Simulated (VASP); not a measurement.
Here is a VASP 6.6.1 calculation.

INCAR

```
SYSTEM = SnO2
  PREC = Accurate
  ENCUT = 520
  EDIFF = 1E-7
  ISMEAR = 0
  SIGMA = 0.01
  LREAL = .False.
  LASPH = .True.
  NELM = 60
  ALGO = Normal
  ISIF = 2
  LWAVE = .False.
  LCHARG = .False.
  GGA = PE
  NBANDS = 35
```

File KPOINTS:

```
regular mesh
0
Gamma
  4 4 6
  0 0 0
```

File POSCAR:

```
SnO2
1.0
    4.8611196212      0.0000000000      0.0000000000
    0.0000000000      4.8611196212      0.0000000000
    0.0000000000      0.0000000000      3.2693030125
Sn O
2 4
Direct
    0.0000000000      0.0000000000      0.0000000000
    0.5000000000      0.5000000000      0.5000000000
    0.3071000000      0.3071000000      0.0000000000
    0.1929000000      0.8071000000      0.5000000000
    0.6929000000      0.6929000000      0.0000000000
    0.8071000000      0.1929000000      0.5000000000
```

Potentials or basis: VASP PAW PBE potentials, release 64 (Sn_d, O).

Command:

```bash
$ cat potpaw_PBE.64/Sn_d/POTCAR potpaw_PBE.64/O/POTCAR > POTCAR
$ mpirun -np 1 vasp_std > vasp.out
```

(1) What does it give for the band gap on the k mesh?

(2) Predict the pressure.

Answers

(1) 0.42 eV, direct.

(2) -3.5 GPa.

Caveat: spin-orbit coupling is left out, which moves the levels of the heavy elements.
